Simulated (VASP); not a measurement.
# Sc (P6_3/mmc) in VASP: notebook, part 2 of 2

VASP 6.6.1. Earlier steps stand in the parts before.

## 4. Single point, PBEsol

This run uses another cell than the first one, of 25.50 Å³/atom.

The input, INCAR:

```
SYSTEM = Sc
ALGO = Normal
EDIFF = 1E-6
ENCUT = 520
GGA = PS
ISIF = 2
ISMEAR = -1
LASPH = .True.
LCHARG = .False.
LREAL = .False.
LWAVE = .False.
NBANDS = 18
NELM = 60
PREC = Accurate
SIGMA = 0.05
```

The input, KPOINTS:

```
k-points
0
Gamma
  9 9 5
  0 0 0
```

The input, POSCAR:

```
Sc
1.0
    3.3309145459      0.0000000000      0.0000000000
   -1.6654572730      2.8846566146      0.0000000000
    0.0000000000      0.0000000000      5.3082235343
Sc
2
Direct
    0.6666666667      0.3333333333      0.7500000000
    0.3333333333      0.6666666667      0.2500000000
```

Potentials or basis: VASP PAW PBE potentials, release 64 (Sc_sv).

The run is started by

```bash
> cat potpaw_PBE.64/Sc_sv/POTCAR > POTCAR
> mpirun -np 1 vasp_std > vasp.out
```

OUTCAR:

```text
SYSTEM = Sc
   EDIFF = 1E-6
   ENCUT = 520
   GGA = PS
   ISIF = 2
   ISMEAR = -1
   LASPH = .True.
   LREAL = .False.
   NELM = 60
   PREC = Accurate

 ion  position               nearest neighbor table
   1  0.667  0.333  0.750-   2 3.28   2 3.28   2 3.28   2 3.28   2 3.28   2 3.28
   2  0.333  0.667  0.250-   1 3.28   1 3.28   1 3.28   1 3.28   1 3.28   1 3.28

  LATTYP: Found a hexagonal cell.
 ALAT       =     3.3309145459
 C/A-ratio  =     1.5936234512

  Lattice vectors:

 A1 = (   3.3309145459,   0.0000000000,   0.0000000000)
 A2 = (  -1.6654572730,   2.8846566146,   0.0000000000)
 A3 = (   0.0000000000,   0.0000000000,   5.3082235343)

Analysis of symmetry for initial positions (statically):
=====================================================================
 Subroutine PRICEL returns:
 Original cell was already a primitive cell.

 Routine SETGRP: Setting up the symmetry group for a
 hexagonal supercell.

 Subroutine GETGRP returns: Found 24 space group operations
 (whereof 12 operations were pure point group operations)
 out of a pool of 24 trial point group operations.

The static configuration has the point symmetry D_3d.
 The point group associated with its full space group is D_6h.

Analysis of symmetry for dynamics (positions and initial velocities):
=====================================================================
 Subroutine PRICEL returns:
 Original cell was already a primitive cell.

 Routine SETGRP: Setting up the symmetry group for a
 hexagonal supercell.

 Subroutine GETGRP returns: Found 24 space group operations
 (whereof 12 operations were pure point group operations)
 out of a pool of 24 trial point group operations.

The dynamic configuration has the point symmetry D_3d.
 The point group associated with its full space group is D_6h.

 Subroutine INISYM returns: Found 24 space group operations
 (whereof 12 operations are pure point group operations),
 and found     1 'primitive' translations

----------------------------------------------------------------------------------------

                                     Primitive cell

  volume of cell :      51.0043

  direct lattice vectors                    reciprocal lattice vectors
     3.330914546  0.000000000  0.000000000     0.300217849  0.173330856  0.000000000
    -1.665457273  2.884656615  0.000000000     0.000000000  0.346661712  0.000000000
     0.000000000  0.000000000  5.308223534     0.000000000  0.000000000  0.188386942

  length of vectors
     3.330914546  3.330914546  5.308223534     0.346661712  0.346661712  0.188386942

  position of ions in fractional coordinates (direct lattice)
     0.666666667  0.333333333  0.750000000
     0.333333333  0.666666667  0.250000000

  ion indices of the primitive-cell ions
   primitive index   ion index
                 1           1
                 2           2

----------------------------------------------------------------------------------------

 KPOINTS: k-points

Automatic generation of k-mesh.
 Grid dimensions read from file:
 generate k-points for:    9    9    5

 Generating k-lattice:

  Cartesian coordinates                     Fractional coordinates (reciprocal lattice)
     0.033357539  0.019258984  0.000000000     0.111111111 -0.000000000  0.000000000
     0.000000000  0.038517968  0.000000000     0.000000000  0.111111111  0.000000000
     0.000000000  0.000000000  0.037677388     0.000000000  0.000000000  0.200000000

  Length of vectors
     0.038517968  0.038517968  0.037677388

  Shift w.r.t. Gamma in fractional coordinates (k-lattice)
     0.000000000  0.000000000  0.000000000

 Subroutine IBZKPT returns following result:
 ===========================================

 Found     36 irreducible k-points:

 Following reciprocal coordinates:
            Coordinates               Weight
  0.000000  0.000000  0.000000      1.000000
  0.111111 -0.000000  0.000000      6.000000
  0.222222 -0.000000  0.000000      6.000000
  0.333333 -0.000000  0.000000      6.000000
  0.444444 -0.000000  0.000000      6.000000
  0.111111  0.111111  0.000000      6.000000
[... 16 lines left out ...]
  0.333333  0.222222  0.200000     24.000000
  0.333333  0.333333  0.200000      4.000000
 [... further k-points ...]
   k-points           NKPTS =     36   k-points in BZ     NKDIM =     36   number of bands    NBANDS=     18
   number of dos      NEDOS =    301   number of ions     NIONS =      2
   total plane-waves  NPLWV =  31360
   dimension x,y,z NGX =    28 NGY =   28 NGZ =   40
   dimension x,y,z NGXF=    56 NGYF=   56 NGZF=   80
   ions per type =               2
   NGX,Y,Z   is equivalent  to a cutoff of  13.97, 13.97, 12.53 a.u.
   NGXF,Y,Z  is equivalent  to a cutoff of  27.95, 27.95, 25.05 a.u.
 SYSTEM =  Sc
   PREC   = accura    normal or accurate (medium, high low for compatibility)
   ISTART =      0    job   : 0-new  1-cont  2-samecut
   ICHARG =      2    charge: 1-file 2-atom 10-const
   ISPIN  =      1    spin polarized calculation?
   LNONCOLLINEAR =      F non collinear calculations
   LSORBIT =      F    spin-orbit coupling
   LASPH  =      T    aspherical Exc in radial PAW
   ENCUT  =  520.0 eV  38.22 Ry    6.18 a.u.   6.19  6.19  9.87*2*pi/ulx,y,z
   NELM   =     60;   NELMIN=  2; NELMDL= -5     # of ELM steps
   EDIFF  = 0.1E-05   stopping-criterion for ELM
   LREAL  =      F    real-space projection
   EDIFFG = 0.1E-04   stopping-criterion for IOM
   NSW    =      0    number of steps for IOM
   IBRION =     -1    ionic relax: 0-MD 1-quasi-New 2-CG
   NFREE  =      0    steps in history (QN), initial steepest desc. (CG)
   ISIF   =      2    stress and relaxation
   ISYM   =      2    0-nonsym 1-usesym 2-fastsym
   POTIM  = 0.5000    time-step for ionic-motion
   TEBEG  =    0.0;   TEEND  =   0.0 temperature during run
   PSTRESS=    0.0 pullay stress
   NELECT =      22.0000    total number of electrons
   NUPDOWN=      -1.0000    fix difference up-down
   EMIN   =  10.00;   EMAX   =-10.00  energy-range for DOS
   EFERMI =   0.00;   METHOD = LEGACY
   ISMEAR =    -1;   SIGMA  =   0.05  broadening in eV -4-tet -1-fermi 0-gaus
   EFERMI_NEDOS =   21; number of points for ismear=-14 and -15
   IALGO  =     38    algorithm
   IMIX   =      4    mixing-type and parameters
     AMIX     =   0.40;   BMIX     =  1.00
     AMIX_MAG =   1.60;   BMIX_MAG =  1.00
  volume/ion in A,a.u.               =      25.50       172.10
  Fermi-wavevector in a.u.,A,eV,Ry     =   1.236935  2.337468 20.817016  1.530008
  Thomas-Fermi vector in A             =   2.371523
   LORBIT       =      0    0 simple, 1 ext, 2 COOP (PROOUT), +10 PAW based schemes
   GGA     = PS    functional components
   LHFCALC =     F    Hartree Fock is set to
   AEXX    =    0.0000 exact exchange contribution
   IVDW    =     0    specifies the selected vdW correction
   LEPSILON=     F    determine dielectric tensor
   LRPA    =     F    only Hartree local field effects (RPA)
 non-spin polarized calculation
  energy-cutoff  :      520.00
  volume of cell :       51.00
 maximum number of plane-waves:      1387
 NGX is ok and might be reduce to    28
   NGX = 13   NGY = 13   NGZ = 19

 number of electron      22.0000004 magnetization

 Free energy of the ion-electron system (eV)
  ---------------------------------------------------
  ext. energy  EPLUGINS =         0.00000000
  ---------------------------------------------------
  free energy    TOTEN  =       -13.17938374 eV

  energy without entropy =      -13.14279588  energy(sigma->0) =      -13.16108981

 E-fermi :   3.3816     XC(G=0):  -9.8523

 val. band max:        3.3759426499   @ k =   0.3333   0.1111   0.4000
 cond. band min:       3.3855641049   @ k =   0.4444   0.1111   0.4000
 fundamental gap:      0.0096214550
 Fermi energy:         3.3816064444

 k-point     1 :       0.0000    0.0000    0.0000
  band No.  band energies     occupation
      1     -45.9187      2.00000
      2     -45.8613      2.00000
      3     -24.8000      2.00000
      4     -24.4953      2.00000
      5     -24.4953      2.00000
      6     -24.4415      2.00000
[... 10 lines left out ...]
     17       5.6923      0.00000
     18       5.6923      0.00000
[... 463 lines left out ...]
 k-point    24 :       0.3333    0.3333    0.2000
  band No.  band energies     occupation
      1     -45.8550      2.00000
      2     -45.8550      2.00000
      3     -24.6887      2.00000
      4     -24.6820      2.00000
      5     -24.6820      2.00000
      6     -24.5935      2.00000
[... 10 lines left out ...]
     17       6.8516      0.00000
     18       6.8516      0.00000

 [... further k-points ...]

------------------------ aborting loop because EDIFF is reached ----------------------------------------

  FORCE on cell =-STRESS in cart. coord.  units (eV):
  Direction    XX          YY          ZZ          XY          YZ          ZX
  --------------------------------------------------------------------------------------
  -------------------------------------------------------------------------------------
  Total       -1.0319005     -1.0319005     -1.5029012      0.0000000      0.0000000      0.0000000
  in kB      -32.4146699    -32.4146699    -47.2100208      0.0000000      0.0000000      0.0000000
  external PRESSURE =     -37.3464535 kB  Pullay stress =       0.0000000 kB

 VOLUME and BASIS-vectors are now :
 -----------------------------------------------------------------------------
  energy-cutoff  :      520.00
  volume of cell :       51.00
      direct lattice vectors                 reciprocal lattice vectors
     3.330914546  0.000000000  0.000000000     0.300217849  0.173330856  0.000000000
    -1.665457273  2.884656615  0.000000000     0.000000000  0.346661712  0.000000000
     0.000000000  0.000000000  5.308223534     0.000000000  0.000000000  0.188386942

 POSITION                                       TOTAL-FORCE (eV/Angst)
 -----------------------------------------------------------------------------------
      1.66546      0.96155      3.98117         0.000000      0.000000      0.000000
     -0.00000      1.92310      1.32706        -0.000000     -0.000000      0.000000
 -----------------------------------------------------------------------------------
    total drift:                               -0.000000      0.000000     -0.000000

  FREE ENERGIE OF THE ION-ELECTRON SYSTEM (eV)
  ---------------------------------------------------
  free  energy   TOTEN  =       -13.1793837351 eV

  energy  without entropy=      -13.1427958758  energy(sigma->0) =      -13.16108981
```

OSZICAR:

```text
N       E                     dE             d eps       ncg     rms          rms(c)
DAV:   1     0.354001050208E+03    0.35400E+03   -0.10847E+04  1296   0.127E+03
DAV:   2     0.476877456966E+01   -0.34923E+03   -0.34190E+03  1600   0.534E+02
DAV:   3    -0.143859714120E+02   -0.19155E+02   -0.18327E+02  2106   0.152E+02
DAV:   4    -0.148128099531E+02   -0.42684E+00   -0.42372E+00  1974   0.203E+01
DAV:   5    -0.148184190767E+02   -0.56091E-02   -0.56038E-02  2216   0.243E+00    0.770E+00
DAV:   6    -0.133735424783E+02    0.14449E+01   -0.32915E+00  1710   0.196E+01    0.224E+00
DAV:   7    -0.131931671793E+02    0.18038E+00   -0.82925E-01  1756   0.883E+00    0.904E-01
DAV:   8    -0.131818878758E+02    0.11279E-01   -0.42802E-02  1708   0.260E+00    0.298E-01
DAV:   9    -0.131793633214E+02    0.25246E-02   -0.13792E-02  1756   0.116E+00    0.232E-02
DAV:  10    -0.131793844552E+02   -0.21134E-04   -0.16655E-04  2038   0.178E-01    0.884E-03
DAV:  11    -0.131793822302E+02    0.22250E-05   -0.56291E-06  1654   0.226E-02    0.276E-03
DAV:  12    -0.131793837367E+02   -0.15065E-05   -0.74865E-07   948   0.112E-02    0.105E-03
DAV:  13    -0.131793837351E+02    0.15693E-08   -0.15031E-07   854   0.678E-03
   1 F= -.13179384E+02 E0= -.13161090E+02  d E =-.365879E-01
```

stdout:

```text
POSCAR found type information on POSCAR Sc
 POSCAR found :  1 types and       2 ions
 scaLAPACK will be used
 -----------------------------------------------------------------------------
|                                                                             |
|                                                                             |
|     You enforced a specific xc type in the INCAR file but a different       |
|     I HOPE YOU KNOW WHAT YOU ARE DOING!                                     |
|                                                                             |
 -----------------------------------------------------------------------------

 LDA part: xc-table for (Slater+PW92), standard interpolation
 POSCAR, INCAR and KPOINTS ok, starting setup
 FFT: planning ... GRIDC
 FFT: planning ... GRID_SOFT
 FFT: planning ... GRID
 WAVECAR not read
 entering main loop
```

Wall time 20 s (1 thread of Intel Xeon 6975P-C (Granite Rapids), shared host); peak memory 0.18 GiB.

What came out:

- Free energy: -13.1794 eV
- Pressure: -3.7 GPa
- Band gap on the k mesh: zero (bands 11 and 12 overlap by 1.08 eV)

Levels at points of the mesh, in eV from the Fermi level:
```tsv
k point	band 7	band 8	band 9	band 10	band 11	band 12	band 13	band 14	band 15	band 16
(0.00, 0.00, 0.00)	-27.82	-27.81	-5.07	-1.65	0.39	1.56	1.56	1.67	1.96	1.96
```

Caveat: the cell stands under tension; the PAW data sets were made with another functional, which shifts forces and pressure a little.

## 5. The runs side by side

| cell | gap on the mesh (eV) | pressure (GPa) |
| --- | --- | --- |
| a = 3.287, b = 3.287, c = 5.238 Å, angles 90.0, 90.0, 120.0°, 2 atoms | none | -1.8 |
| a = 3.309, b = 3.309, c = 5.273 Å, angles 90.0, 90.0, 120.0°, 2 atoms | none | -2.8 |
| a = 3.331, b = 3.331, c = 5.308 Å, angles 90.0, 90.0, 120.0°, 2 atoms | none | -3.7 |

Alike in all rows: task single point; level PBEsol; potentials or basis VASP PAW PBE potentials, release 64 (Sc_sv); no spin polarisation; k mesh 9 × 9 × 5; cutoff (eV) 520; smearing fermi-dirac 0.05 eV.

Caveats: the PAW data sets were made with another functional, which shifts forces and pressure a little; the cell stands under tension (at least some runs).

Total energies depend on the potentials used, so only differences within one code and one set of settings carry meaning.
